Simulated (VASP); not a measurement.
# Si in VASP: single point with r2SCAN

Aim: the single point of Si with r2SCAN.

Everything below comes from runs of VASP 6.6.1. Logs are shortened: lines on timing, memory, paths and dates and some standing lists are left out, and cuts for length are marked.

**1. The cell of the first run**

The typed cell holds 4 atoms: a = 3.850 Å, b = 3.850 Å, c = 5.444 Å, α = 90.00°, β = 90.00°, γ = 90.00°.

**2. Single point, r2SCAN**

Contents of POSCAR:

```
Si
1.0
    2.7221377200      2.7221377200      0.0000000000
   -2.7221377200      2.7221377200      0.0000000000
    0.0000000000      0.0000000000      5.4440728362
Si
4
Direct
    0.0000000000      0.0000000000      0.0000000000
    0.0000000000      0.5000000000      0.7500000000
    0.5000000000      0.0000000000      0.2500000000
    0.5000000000      0.5000000000      0.5000000000
```

Contents of INCAR.step1:

```
PREC     = Accurate       # precision mode
ENCUT    = 520            # plane-wave cutoff, eV
ISMEAR   = 0              # smearing method
SIGMA    = 0.03           # smearing width, eV
LREAL    = False          # projectors in reciprocal space
LASPH    = True           # aspherical terms in the spheres
NELM     = 100            # most SCF steps
NBANDS   = 16             # bands
GGA      = PE             # functional
ALGO     = Normal         # electronic algorithm
EDIFF    = 1E-4           # SCF threshold, eV
LWAVE    = True           # write WAVECAR
LCHARG   = False          # write CHGCAR
```

Contents of INCAR.step2:

```
PREC     = Accurate       # precision mode
ENCUT    = 520            # plane-wave cutoff, eV
EDIFF    = 1E-6           # SCF threshold, eV
ISMEAR   = 0              # smearing method
SIGMA    = 0.03           # smearing width, eV
LREAL    = False          # projectors in reciprocal space
LASPH    = True           # aspherical terms in the spheres
NELM     = 100            # most SCF steps
ALGO     = Normal         # electronic algorithm
ISIF     = 2              # what is computed and relaxed
LWAVE    = False          # write WAVECAR
LCHARG   = True           # write CHGCAR
METAGGA  = R2SCAN         # meta-GGA
LMIXTAU  = True         
LELF     = True           # ELF
LVHAR    = True         
NBANDS   = 16             # bands
ISTART   = 1
```

Contents of KPOINTS:

```
Automatic mesh
0
Gamma
  10 10 7
```

Potentials or basis: VASP PAW PBE potentials, release 64 (Si).

Launch:

```console
$ cat potpaw_PBE.64/Si/POTCAR > POTCAR
$ cp INCAR.step1 INCAR
$ mpirun -np 1 vasp_std > vasp.out
$ cp INCAR.step2 INCAR
$ mpirun -np 1 vasp_std > vasp.out
```

OUTCAR:

```text
PREC = Accurate
   ENCUT = 520
   EDIFF = 1E-6
   ISMEAR = 0
   LREAL = False
   LASPH = True
   NELM = 100
   ISIF = 2
   METAGGA = R2SCAN
   ISTART = 1

 ion  position               nearest neighbor table
   1  0.000  0.000  0.000-   2 2.36   3 2.36   2 2.36   3 2.36
   2  0.000  0.500  0.750-   1 2.36   4 2.36   1 2.36   4 2.36
   3  0.500  0.000  0.250-   1 2.36   4 2.36   4 2.36   1 2.36
   4  0.500  0.500  0.500-   2 2.36   3 2.36   3 2.36   2 2.36

  LATTYP: Found a simple tetragonal cell.
 ALAT       =     3.8496840823
 C/A-ratio  =     1.4141609337

  Lattice vectors:

 A1 = (   2.7221377200,   2.7221377200,   0.0000000000)
 A2 = (  -2.7221377200,   2.7221377200,   0.0000000000)
 A3 = (   0.0000000000,   0.0000000000,   5.4440728362)

Analysis of symmetry for initial positions (statically):
=====================================================================
 Subroutine PRICEL returns following result:

  LATTYP: Found a body centered tetragonal cell.
 ALAT       =     3.8496840823
 C/A-ratio  =     1.4141609337

  Lattice vectors:

 A1 = (   0.0000000000,  -2.7221377200,  -2.7220364181)
 A2 = (   0.0000000000,   2.7221377200,  -2.7220364181)
 A3 = (   2.7221377200,   0.0000000000,   2.7220364181)

   2 primitive cells build up your supercell.

 Routine SETGRP: Setting up the symmetry group for a
 simple tetragonal supercell.

 Subroutine GETGRP returns: Found 16 space group operations
 (whereof  8 operations were pure point group operations)
 out of a pool of 16 trial point group operations.

The static configuration has the point symmetry D_2d.
 The point group associated with its full space group is D_4h.

Analysis of symmetry for dynamics (positions and initial velocities):
=====================================================================
 Subroutine PRICEL returns following result:

  LATTYP: Found a body centered tetragonal cell.
 ALAT       =     3.8496840823
 C/A-ratio  =     1.4141609337

  Lattice vectors:

 A1 = (   0.0000000000,  -2.7221377200,  -2.7220364181)
 A2 = (   0.0000000000,   2.7221377200,  -2.7220364181)
 A3 = (   2.7221377200,   0.0000000000,   2.7220364181)

   2 primitive cells build up your supercell.

 Routine SETGRP: Setting up the symmetry group for a
 simple tetragonal supercell.

 Subroutine GETGRP returns: Found 16 space group operations
 (whereof  8 operations were pure point group operations)
 out of a pool of 16 trial point group operations.

The dynamic configuration has the point symmetry D_2d.
 The point group associated with its full space group is D_4h.

 Subroutine INISYM returns: Found 16 space group operations
 (whereof  8 operations are pure point group operations),
 and found     2 'primitive' translations

----------------------------------------------------------------------------------------

                                     Primitive cell

  volume of cell :      40.3408

  direct lattice vectors                    reciprocal lattice vectors
     0.000000000 -2.722137720 -2.722036418     0.183679171 -0.183679171 -0.183686007
     0.000000000  2.722137720 -2.722036418     0.183679171  0.183679171 -0.183686007
     2.722137720  0.000000000  2.722036418     0.367358342  0.000000000  0.000000000

  length of vectors
     3.849612452  3.849612452  3.849612452     0.318145603  0.318145603  0.367358342

  position of ions in fractional coordinates (direct lattice)
     0.000000000  0.000000000  0.000000000
     0.750000000  0.250000000  0.500000000

  ion indices of the primitive-cell ions
   primitive index   ion index
                 1           1
                 2           2

----------------------------------------------------------------------------------------

 KPOINTS: Automatic mesh

Automatic generation of k-mesh.
 Grid dimensions read from file:
 generate k-points for:   10   10    7

 Generating k-lattice:

  Cartesian coordinates                     Fractional coordinates (reciprocal lattice)
     0.018367917  0.018367917  0.000000000     0.100000000  0.000000000  0.000000000
    -0.018367917  0.018367917  0.000000000     0.000000000  0.100000000  0.000000000
     0.000000000  0.000000000  0.026240858     0.000000000  0.000000000  0.142857143

  Length of vectors
     0.025976157  0.025976157  0.026240858

  Shift w.r.t. Gamma in fractional coordinates (k-lattice)
     0.000000000  0.000000000  0.000000000

 Subroutine IBZKPT returns following result:
 ===========================================

 Found     84 irreducible k-points:

 Following reciprocal coordinates:
            Coordinates               Weight
  0.000000  0.000000  0.000000      1.000000
  0.100000  0.000000  0.000000      4.000000
  0.200000  0.000000  0.000000      4.000000
  0.300000  0.000000  0.000000      4.000000
  0.400000  0.000000  0.000000      4.000000
  0.500000  0.000000  0.000000      2.000000
[... 16 lines left out ...]
  0.100000  0.000000  0.142857      8.000000
  0.200000  0.000000  0.142857      8.000000
 [... further k-points ...]
   k-points           NKPTS =     84   k-points in BZ     NKDIM =     84   number of bands    NBANDS=     16
   number of dos      NEDOS =    301   number of ions     NIONS =      4
   total plane-waves  NPLWV =  36000
   dimension x,y,z NGX =    30 NGY =   30 NGZ =   40
   dimension x,y,z NGXF=    60 NGYF=   60 NGZF=   80
   ions per type =               4
   NGX,Y,Z   is equivalent  to a cutoff of  12.96, 12.96, 12.21 a.u.
   NGXF,Y,Z  is equivalent  to a cutoff of  25.91, 25.91, 24.43 a.u.
 SYSTEM =  unknown system
   PREC   = accura    normal or accurate (medium, high low for compatibility)
   ISTART =      1    job   : 0-new  1-cont  2-samecut
   ICHARG =      0    charge: 1-file 2-atom 10-const
   ISPIN  =      1    spin polarized calculation?
   LNONCOLLINEAR =      F non collinear calculations
   LSORBIT =      F    spin-orbit coupling
   LASPH  =      T    aspherical Exc in radial PAW
   ENCUT  =  520.0 eV  38.22 Ry    6.18 a.u.   7.16  7.16 10.12*2*pi/ulx,y,z
   NELM   =    100;   NELMIN=  2; NELMDL=  0     # of ELM steps
   EDIFF  = 0.1E-05   stopping-criterion for ELM
   LREAL  =      F    real-space projection
   EDIFFG = 0.1E-04   stopping-criterion for IOM
   NSW    =      0    number of steps for IOM
   IBRION =     -1    ionic relax: 0-MD 1-quasi-New 2-CG
   NFREE  =      0    steps in history (QN), initial steepest desc. (CG)
   ISIF   =      2    stress and relaxation
   ISYM   =      2    0-nonsym 1-usesym 2-fastsym
   POTIM  = 0.5000    time-step for ionic-motion
   TEBEG  =    0.0;   TEEND  =   0.0 temperature during run
   PSTRESS=    0.0 pullay stress
   NELECT =      16.0000    total number of electrons
   NUPDOWN=      -1.0000    fix difference up-down
   EMIN   =  10.00;   EMAX   =-10.00  energy-range for DOS
   EFERMI =   0.00;   METHOD = LEGACY
   ISMEAR =     0;   SIGMA  =   0.03  broadening in eV -4-tet -1-fermi 0-gaus
   EFERMI_NEDOS =   21; number of points for ismear=-14 and -15
   IALGO  =     38    algorithm
   IMIX   =      4    mixing-type and parameters
     AMIX     =   0.40;   BMIX     =  1.00
     AMIX_MAG =   1.60;   BMIX_MAG =  1.00
  volume/ion in A,a.u.               =      20.17       136.12
  Fermi-wavevector in a.u.,A,eV,Ry     =   0.954678  1.804079 12.400480  0.911410
  Thomas-Fermi vector in A             =   2.083446
   LORBIT       =      0    0 simple, 1 ext, 2 COOP (PROOUT), +10 PAW based schemes
   METAGGA = R2SCAN    functional components
   LHFCALC =     F    Hartree Fock is set to
   AEXX    =    0.0000 exact exchange contribution
   IVDW    =     0    specifies the selected vdW correction
   LEPSILON=     F    determine dielectric tensor
   LRPA    =     F    only Hartree local field effects (RPA)
 non-spin polarized calculation
 Gauss-broadening in eV      SIGMA  =   0.03
  energy-cutoff  :      520.00
  volume of cell :       80.68
 maximum number of plane-waves:      2212
 NGX is ok and might be reduce to    30
   NGX = 15   NGY = 15   NGZ = 21

 number of electron      15.9999999 magnetization

 Free energy of the ion-electron system (eV)
  ---------------------------------------------------
  ext. energy  EPLUGINS =         0.00000000
  ---------------------------------------------------
  free energy    TOTEN  =       -35.10043088 eV

  energy without entropy =      -35.10043088  energy(sigma->0) =      -35.10043088

 E-fermi :   5.7826     XC(G=0):  -9.8255

 val. band max:        5.6623010637   @ k =   0.0000   0.0000   0.0000
 cond. band min:       6.4494164146   @ k =   0.0000   0.0000   0.1429
 fundamental gap:      0.7871153509
 Fermi energy:         5.7826446825

 k-point     1 :       0.0000    0.0000    0.0000
  band No.  band energies     occupation
      1      -6.8112      2.00000
      2      -2.4708      2.00000
      3      -2.4708      2.00000
      4       2.6705      2.00000
      5       2.6705      2.00000
      6       5.6620      2.00000
[... 8 lines left out ...]
     15      13.7849      0.00000
     16      13.7857      0.00000

 k-point     2 :       0.1000    0.0000    0.0000
  band No.  band energies     occupation
      1      -6.7198      2.00000
      2      -2.5153      2.00000
      3      -2.3715      2.00000
      4       2.1910      2.00000
      5       2.7437      2.00000
      6       4.9177      2.00000
[... 8 lines left out ...]
     15      13.3634      0.00000
     16      13.6986      0.00000

 k-point     3 :       0.2000    0.0000    0.0000
  band No.  band energies     occupation
      1      -6.4477      2.00000
      2      -2.7128      2.00000
      3      -2.0740      2.00000
      4       1.4491      2.00000
      5       2.9595      2.00000
      6       3.5843      2.00000
[... 8 lines left out ...]
     15      12.6651      0.00000
     16      13.7570      0.00000
[... 362 lines left out ...]
 k-point    23 :       0.1000    0.0000    0.1429
  band No.  band energies     occupation
      1      -6.6270      2.00000
      2      -3.5171      2.00000
      3      -1.2788      2.00000
      4       2.3029      2.00000
      5       2.8273      2.00000
      6       4.2264      2.00000
[... 8 lines left out ...]
     15      13.2032      0.00000
     16      13.5075      0.00000

 k-point    24 :       0.2000    0.0000    0.1429
  band No.  band energies     occupation
      1      -6.3570      2.00000
      2      -3.4103      2.00000
      3      -1.3710      2.00000
      4       1.6509      2.00000
      5       2.9331      2.00000
      6       3.0391      2.00000
[... 8 lines left out ...]
     15      12.9024      0.00000
     16      13.3756      0.00000

 [... further k-points ...]
[... 5 lines left out ...]
  --------------------------------------------------------------------------------------
  -------------------------------------------------------------------------------------
  Total       -0.1180906     -0.1180906     -0.1213700      0.0000000      0.0000000      0.0000000
  in kB       -2.3450476     -2.3450476     -2.4101716      0.0000000      0.0000000      0.0000000
  external PRESSURE =      -2.3667556 kB  Pullay stress =       0.0000000 kB

 VOLUME and BASIS-vectors are now :
 -----------------------------------------------------------------------------
  energy-cutoff  :      520.00
  volume of cell :       80.68
      direct lattice vectors                 reciprocal lattice vectors
     2.722137720  2.722137720  0.000000000     0.183679171  0.183679171  0.000000000
    -2.722137720  2.722137720  0.000000000    -0.183679171  0.183679171  0.000000000
     0.000000000  0.000000000  5.444072836     0.000000000  0.000000000  0.183686007

 POSITION                                       TOTAL-FORCE (eV/Angst)
 -----------------------------------------------------------------------------------
      0.00000      0.00000      0.00000         0.000000     -0.000000     -0.000000
     -1.36107      1.36107      4.08305        -0.000000      0.000000      0.000000
      1.36107      1.36107      1.36102        -0.000000     -0.000000      0.000000
      0.00000      2.72214      2.72204         0.000000      0.000000      0.000000
 -----------------------------------------------------------------------------------
    total drift:                                0.000000     -0.000000     -0.000000

  FREE ENERGIE OF THE ION-ELECTRON SYSTEM (eV)
  ---------------------------------------------------
  free  energy   TOTEN  =       -35.1004308836 eV

  energy  without entropy=      -35.1004308836  energy(sigma->0) =      -35.10043088
```

Run time: 3.4 min. Hardware: 1 thread of Intel Xeon Platinum 8375C at 2.90GHz (Ice Lake), shared host; peak memory 0.23 GiB.

Results:

- Free energy: -35.1004 eV
- Pressure: -0.2 GPa
- Band gap on the k mesh: 0.79 eV

Levels at points of the mesh, in eV from the valence-band top:
| k point | band 5 | band 6 | band 7 | band 8 | band 9 | band 10 | band 11 | band 12 |
| --- | --- | --- | --- | --- | --- | --- | --- | --- |
| (0.00, 0.00, 0.00) | -2.99 | 0.00 | 0.00 | 0.00 | 0.93 | 0.93 | 2.75 | 2.75 |
| (0.50, 0.00, 0.00) | -3.88 | -3.88 | -1.40 | -1.40 | 2.73 | 2.73 | 5.11 | 5.11 |
| (0.50, 0.50, 0.00) | -2.99 | -2.99 | -2.99 | -2.99 | 0.93 | 0.93 | 0.93 | 0.93 |

Caveat: the PAW data sets were made with another functional, which shifts forces and pressure a little. A k mesh can miss the band edges.
